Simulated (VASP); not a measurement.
# ZnCu (Pm-3m) in VASP: a series of runs

ZnCu is run at these levels: PBE; tasks: single point, relaxation of cell and atoms.

All numbers are computed with VASP 6.6.1; they aren't measurements. Logs are shortened: lines on timing, memory, paths and dates and some standing lists are left out, and cuts for length are marked.

### Step 1. The cell of the first run

The structure is cubic, space group Pm-3m (No. 221). The conventional cell has a = 2.965 Å, b = 2.965 Å, c = 2.965 Å, α = 90.00°, β = 90.00°, γ = 90.00°. Within 3.4 Å of Zn (site symmetry m-3m) lie 8 Cu at 2.57 Å and 6 Zn at 2.96 Å. Within 3.4 Å of Cu (site symmetry m-3m) lie 8 Zn at 2.57 Å and 6 Cu at 2.96 Å.

### Step 2. Single point, PBE

The input, INCAR:

```
PREC = Accurate ; ENCUT = 520
EDIFF = 1E-6 ; ISMEAR = 0
SIGMA = 0.1 ; LREAL = False
LASPH = True ; NELM = 60
ALGO = Normal ; ISIF = 2
LWAVE = False ; LCHARG = False
GGA = PE ; NBANDS = 18
```

The input, KPOINTS:

```
regular mesh
0
Gamma
  12 12 12
```

The input, POSCAR:

```
ZnCu
1.0
    2.9649840458      0.0000000000      0.0000000000
    0.0000000000      2.9649840458      0.0000000000
    0.0000000000      0.0000000000      2.9649840458
Zn Cu
1 1
Direct
    0.5000000000      0.5000000000      0.5000000000
    0.0000000000      0.0000000000      0.0000000000
```

Potentials or basis: VASP PAW PBE potentials, release 64 (Zn, Cu).

Launch:

```console
> cat potpaw_PBE.64/Zn/POTCAR potpaw_PBE.64/Cu/POTCAR > POTCAR
> mpirun -np 1 vasp_std > vasp.out
```

OUTCAR:

```text
PREC = Accurate
   ENCUT = 520
   EDIFF = 1E-6
   ISMEAR = 0
   LREAL = False
   LASPH = True
   NELM = 60
   ISIF = 2
   GGA = PE

 ion  position               nearest neighbor table
   1  0.500  0.500  0.500-   2 2.57   2 2.57   2 2.57   2 2.57   2 2.57   2 2.57   2 2.57   2 2.57

   2  0.000  0.000  0.000-   1 2.57   1 2.57   1 2.57   1 2.57   1 2.57   1 2.57   1 2.57   1 2.57

  LATTYP: Found a simple cubic cell.
 ALAT       =     2.9649840458

  Lattice vectors:

 A1 = (   2.9649840458,   0.0000000000,   0.0000000000)
 A2 = (   0.0000000000,   2.9649840458,   0.0000000000)
 A3 = (   0.0000000000,   0.0000000000,   2.9649840458)

Analysis of symmetry for initial positions (statically):
=====================================================================
 Subroutine PRICEL returns:
 Original cell was already a primitive cell.

 Routine SETGRP: Setting up the symmetry group for a
 simple cubic supercell.

 Subroutine GETGRP returns: Found 48 space group operations
 (whereof 48 operations were pure point group operations)
 out of a pool of 48 trial point group operations.

The static configuration has the point symmetry O_h .

Analysis of symmetry for dynamics (positions and initial velocities):
=====================================================================
 Subroutine PRICEL returns:
 Original cell was already a primitive cell.

 Routine SETGRP: Setting up the symmetry group for a
 simple cubic supercell.

 Subroutine GETGRP returns: Found 48 space group operations
 (whereof 48 operations were pure point group operations)
 out of a pool of 48 trial point group operations.

The dynamic configuration has the point symmetry O_h .

 Subroutine INISYM returns: Found 48 space group operations
 (whereof 48 operations are pure point group operations),
 and found     1 'primitive' translations

----------------------------------------------------------------------------------------

                                     Primitive cell

  volume of cell :      26.0656

  direct lattice vectors                    reciprocal lattice vectors
     2.964984046  0.000000000  0.000000000     0.337269943  0.000000000  0.000000000
     0.000000000  2.964984046  0.000000000     0.000000000  0.337269943  0.000000000
     0.000000000  0.000000000  2.964984046     0.000000000  0.000000000  0.337269943

  length of vectors
     2.964984046  2.964984046  2.964984046     0.337269943  0.337269943  0.337269943

  position of ions in fractional coordinates (direct lattice)
     0.500000000  0.500000000  0.500000000
     0.000000000  0.000000000  0.000000000

  ion indices of the primitive-cell ions
   primitive index   ion index
                 1           1
                 2           2

----------------------------------------------------------------------------------------

 KPOINTS: regular mesh

Automatic generation of k-mesh.
 Grid dimensions read from file:
 generate k-points for:   12   12   12

 Generating k-lattice:

  Cartesian coordinates                     Fractional coordinates (reciprocal lattice)
     0.028105829  0.000000000  0.000000000     0.083333333  0.000000000  0.000000000
     0.000000000  0.028105829  0.000000000     0.000000000  0.083333333  0.000000000
     0.000000000  0.000000000  0.028105829     0.000000000  0.000000000  0.083333333

  Length of vectors
     0.028105829  0.028105829  0.028105829

  Shift w.r.t. Gamma in fractional coordinates (k-lattice)
     0.000000000  0.000000000  0.000000000

 Subroutine IBZKPT returns following result:
 ===========================================

 Found     84 irreducible k-points:

 Following reciprocal coordinates:
            Coordinates               Weight
  0.000000  0.000000  0.000000      1.000000
  0.083333  0.000000  0.000000      6.000000
  0.166667  0.000000  0.000000      6.000000
  0.250000  0.000000  0.000000      6.000000
  0.333333  0.000000  0.000000      6.000000
  0.416667  0.000000  0.000000      6.000000
[... 16 lines left out ...]
  0.333333  0.333333  0.000000     12.000000
  0.416667  0.333333  0.000000     24.000000
 [... further k-points ...]
   k-points           NKPTS =     84   k-points in BZ     NKDIM =     84   number of bands    NBANDS=     18
   number of dos      NEDOS =    301   number of ions     NIONS =      2
   total plane-waves  NPLWV =  13824
   dimension x,y,z NGX =    24 NGY =   24 NGZ =   24
   dimension x,y,z NGXF=    48 NGYF=   48 NGZF=   48
   ions per type =               1   1
   NGX,Y,Z   is equivalent  to a cutoff of  13.46, 13.46, 13.46 a.u.
   NGXF,Y,Z  is equivalent  to a cutoff of  26.91, 26.91, 26.91 a.u.
 SYSTEM =  unknown system
   PREC   = accura    normal or accurate (medium, high low for compatibility)
   ISTART =      0    job   : 0-new  1-cont  2-samecut
   ICHARG =      2    charge: 1-file 2-atom 10-const
   ISPIN  =      1    spin polarized calculation?
   LNONCOLLINEAR =      F non collinear calculations
   LSORBIT =      F    spin-orbit coupling
   LASPH  =      T    aspherical Exc in radial PAW
   ENCUT  =  520.0 eV  38.22 Ry    6.18 a.u.   5.51  5.51  5.51*2*pi/ulx,y,z
   NELM   =     60;   NELMIN=  2; NELMDL= -5     # of ELM steps
   EDIFF  = 0.1E-05   stopping-criterion for ELM
   LREAL  =      F    real-space projection
   EDIFFG = 0.1E-04   stopping-criterion for IOM
   NSW    =      0    number of steps for IOM
   IBRION =     -1    ionic relax: 0-MD 1-quasi-New 2-CG
   NFREE  =      0    steps in history (QN), initial steepest desc. (CG)
   ISIF   =      2    stress and relaxation
   ISYM   =      2    0-nonsym 1-usesym 2-fastsym
   POTIM  = 0.5000    time-step for ionic-motion
   TEBEG  =    0.0;   TEEND  =   0.0 temperature during run
   PSTRESS=    0.0 pullay stress
   NELECT =      23.0000    total number of electrons
   NUPDOWN=      -1.0000    fix difference up-down
   EMIN   =  10.00;   EMAX   =-10.00  energy-range for DOS
   EFERMI =   0.00;   METHOD = LEGACY
   ISMEAR =     0;   SIGMA  =   0.10  broadening in eV -4-tet -1-fermi 0-gaus
   EFERMI_NEDOS =   21; number of points for ismear=-14 and -15
   IALGO  =     38    algorithm
   IMIX   =      4    mixing-type and parameters
     AMIX     =   0.40;   BMIX     =  1.00
     AMIX_MAG =   1.60;   BMIX_MAG =  1.00
  volume/ion in A,a.u.               =      13.03        87.95
  Fermi-wavevector in a.u.,A,eV,Ry     =   1.570224  2.967294 33.546592  2.465605
  Thomas-Fermi vector in A             =   2.671990
   LORBIT       =      0    0 simple, 1 ext, 2 COOP (PROOUT), +10 PAW based schemes
   GGA     = PE    functional components
   LHFCALC =     F    Hartree Fock is set to
   AEXX    =    0.0000 exact exchange contribution
   IVDW    =     0    specifies the selected vdW correction
   LEPSILON=     F    determine dielectric tensor
   LRPA    =     F    only Hartree local field effects (RPA)
 non-spin polarized calculation
 Gauss-broadening in eV      SIGMA  =   0.10
  energy-cutoff  :      520.00
  volume of cell :       26.07
 maximum number of plane-waves:       739
 NGX is ok and might be reduce to    24
   NGX = 11   NGY = 11   NGZ = 11

 number of electron      23.0000021 magnetization

 Free energy of the ion-electron system (eV)
  ---------------------------------------------------
  ext. energy  EPLUGINS =         0.00000000
  ---------------------------------------------------
  free energy    TOTEN  =        -5.01157335 eV

  energy without entropy =       -5.00917962  energy(sigma->0) =       -5.01037649

 E-fermi :   5.2821     XC(G=0): -12.2882

 val. band max:        5.2484365200   @ k =   0.5000   0.3333   0.3333
 cond. band min:       5.3609255944   @ k =   0.3333   0.3333   0.0000
 fundamental gap:      0.1124890744
 Fermi energy:         5.2820990203

 k-point     1 :       0.0000    0.0000    0.0000
  band No.  band energies     occupation
      1      -4.8321      2.00000
      2      -2.4305      2.00000
      3      -2.4305      2.00000
      4      -1.7674      2.00000
      5      -1.7674      2.00000
      6      -1.7674      2.00000
[... 10 lines left out ...]
     17      17.3090      0.00000
     18      28.5873      0.00000

 k-point     2 :       0.0833    0.0000    0.0000
  band No.  band energies     occupation
      1      -4.7082      2.00000
      2      -2.4169      2.00000
      3      -2.4044      2.00000
      4      -1.7781      2.00000
      5      -1.7781      2.00000
      6      -1.7622      2.00000
[... 10 lines left out ...]
     17      18.2630      0.00000
     18      27.2536      0.00000

 k-point     3 :       0.1667    0.0000    0.0000
  band No.  band energies     occupation
      1      -4.3423      2.00000
      2      -2.3794      2.00000
      3      -2.3286      2.00000
      4      -1.8074      2.00000
      5      -1.8074      2.00000
      6      -1.7481      2.00000
[... 10 lines left out ...]
     17      20.9093      0.00000
     18      25.2422      0.00000

 k-point     4 :       0.2500    0.0000    0.0000
  band No.  band energies     occupation
      1      -3.7593      2.00000
      2      -2.3273      2.00000
      3      -2.2026      2.00000
      4      -1.8471      2.00000
      5      -1.8471      2.00000
      6      -1.7286      2.00000
[... 375 lines left out ...]
      4      -1.8855      2.00000
      5      -1.8599      2.00000
      6       0.3740      2.00000
[... 10 lines left out ...]
     17      19.6831      0.00000
     18      20.2720      0.00000

 k-point    23 :       0.3333    0.3333    0.0000
  band No.  band energies     occupation
      1      -2.5071      2.00000
      2      -2.2992      2.00000
      3      -1.9508      2.00000
      4      -1.9002      2.00000
      5      -1.7924      2.00000
      6      -0.6716      2.00000
[... 10 lines left out ...]
     17      21.4174      0.00000
     18      21.8441      0.00000

 k-point    24 :       0.4167    0.3333    0.0000
  band No.  band energies     occupation
      1      -2.5077      2.00000
      2      -2.3074      2.00000
      3      -1.9798      2.00000
      4      -1.9310      2.00000
      5      -1.7044      2.00000
      6       0.0862      2.00000
[... 10 lines left out ...]
     17      20.3998      0.00000
     18      21.1417      0.00000

 [... further k-points ...]
[... 5 lines left out ...]
  --------------------------------------------------------------------------------------
  -------------------------------------------------------------------------------------
  Total        0.0843741      0.0843741      0.0843741     -0.0000000      0.0000000     -0.0000000
  in kB        5.1862424      5.1862424      5.1862424     -0.0000000      0.0000000     -0.0000000
  external PRESSURE =       5.1862424 kB  Pullay stress =       0.0000000 kB

 VOLUME and BASIS-vectors are now :
 -----------------------------------------------------------------------------
  energy-cutoff  :      520.00
  volume of cell :       26.07
      direct lattice vectors                 reciprocal lattice vectors
     2.964984046  0.000000000  0.000000000     0.337269943  0.000000000  0.000000000
     0.000000000  2.964984046  0.000000000     0.000000000  0.337269943  0.000000000
     0.000000000  0.000000000  2.964984046     0.000000000  0.000000000  0.337269943

 POSITION                                       TOTAL-FORCE (eV/Angst)
 -----------------------------------------------------------------------------------
      1.48249      1.48249      1.48249         0.000000      0.000000      0.000000
      0.00000      0.00000      0.00000         0.000000      0.000000      0.000000
 -----------------------------------------------------------------------------------
    total drift:                                0.000000      0.000000     -0.000000

  FREE ENERGIE OF THE ION-ELECTRON SYSTEM (eV)
  ---------------------------------------------------
  free  energy   TOTEN  =        -5.0115733509 eV

  energy  without entropy=       -5.0091796207  energy(sigma->0) =       -5.01037649
```

Wall time 11 s (1 thread of Intel Xeon 6975P-C (Granite Rapids), shared host); peak memory 0.17 GiB.

What came out:

```
Free energy            : -5.0116 eV
Pressure               : 0.5 GPa
Band gap on the k mesh : zero (an odd number of electrons rules out a gap without spin polarisation)
```

Levels at points of the mesh, in eV from the Fermi level:
```csv
k point,band 10,band 11,band 12,band 13,band 14,band 15
"(0.00, 0.00, 0.00)",-2.63,-2.63,6.23,6.23,6.23,11.20
"(0.50, 0.00, 0.00)",-3.16,-2.70,-1.92,11.60,11.60,12.24
"(0.50, 0.50, 0.00)",-2.40,-1.76,-1.76,1.74,2.10,13.78
"(0.50, 0.50, 0.50)",-2.38,3.78,4.36,4.36,4.36,4.52
```

### Step 3. Relaxation of cell and atoms, PBE

This run uses another cell than the first one, of 12.77 Å³/atom.

The input, INCAR:

```
PREC = Accurate
ENCUT = 600
EDIFF = 1E-6
ISMEAR = 0
SIGMA = 0.1
LREAL = F
LASPH = T
NELM = 100
ALGO = Normal
ISIF = 3
LWAVE = F
LCHARG = F
GGA = PE
IBRION = 2
NSW = 90
EDIFFG = -0.02
```

The input, KPOINTS:

```
Automatic mesh
0
Gamma
  12 12 12
```

The input, POSCAR:

```
ZnCu
1.0
    2.9450000000      0.0000000000      0.0000000000
    0.0000000000      2.9450000000      0.0000000000
    0.0000000000      0.0000000000      2.9450000000
Zn Cu
1 1
Direct
    0.5000000000      0.5000000000      0.5000000000
    0.0000000000      0.0000000000      0.0000000000
```

Potentials or basis: VASP PAW PBE potentials, release 64 (Zn, Cu).

Launch:

```console
> cat potpaw_PBE.64/Zn/POTCAR potpaw_PBE.64/Cu/POTCAR > POTCAR
> mpirun -np 1 vasp_std > vasp.out
```

Wall time 23 s (1 thread of Intel Xeon 6975P-C (Granite Rapids), shared host); peak memory 0.17 GiB.

The run converged. Its results:

```
Free energy                           : -5.0114 eV
Relaxed volume                        : 13.09 Å³/atom
Relaxed cell                          : a = 2.970 Å, b = 2.970 Å, c = 2.970 Å, α = 90.00°, β = 90.00°, γ = 90.00°
Space group after relaxing (to 0.1 Å) : Pm-3m (No. 221)
Energy gained by relaxing             : 3.0 meV/atom
Ionic steps                           : 3
Pressure after relaxing               : 0.0 GPa
Band gap on the k mesh                : zero (an odd number of electrons rules out a gap without spin polarisation)
```

Step by step:
```tsv
step	energy change (eV)	largest force (eV/Å)	pressure (GPa)	volume (Å³)
1	0.0000	0.0000	3.08	25.54
2	-0.0050	0.0000	-1.11	26.46
3	-0.0059	0.0000	0.03	26.19
```

Final structure:
```cif
data_structure
_symmetry_space_group_name_H-M 'P 1'
_symmetry_Int_Tables_number 1
_cell_length_a 2.9695
_cell_length_b 2.9695
_cell_length_c 2.9695
_cell_angle_alpha 90.000
_cell_angle_beta 90.000
_cell_angle_gamma 90.000
_cell_volume 26.19
loop_
_atom_site_label
_atom_site_type_symbol
_atom_site_fract_x
_atom_site_fract_y
_atom_site_fract_z
_atom_site_occupancy
Zn1 Zn 0.50000 0.50000 0.50000 1
Cu1 Cu 0.00000 0.00000 0.00000 1
```

Levels at points of the mesh, in eV from the Fermi level:
| k point | band 8 | band 9 | band 10 | band 11 | band 12 | band 13 | band 14 | band 15 |
| --- | --- | --- | --- | --- | --- | --- | --- | --- |
| (0.00, 0.00, 0.00) | -3.44 | -2.62 | -2.62 | -2.62 | 6.21 | 6.21 | 6.21 | 11.17 |
| (0.50, 0.00, 0.00) | -3.54 | -3.14 | -3.14 | -2.69 | -1.92 | 11.56 | 11.56 | 12.20 |
| (0.50, 0.50, 0.00) | -2.77 | -2.77 | -2.39 | -1.74 | -1.74 | 1.72 | 2.08 | 13.74 |
| (0.50, 0.50, 0.50) | -4.11 | -2.37 | -2.37 | 3.75 | 4.35 | 4.35 | 4.35 | 4.50 |

PBE usually gives volumes a little too large and moduli too small. Zero-point motion and thermal expansion aren't in these numbers.
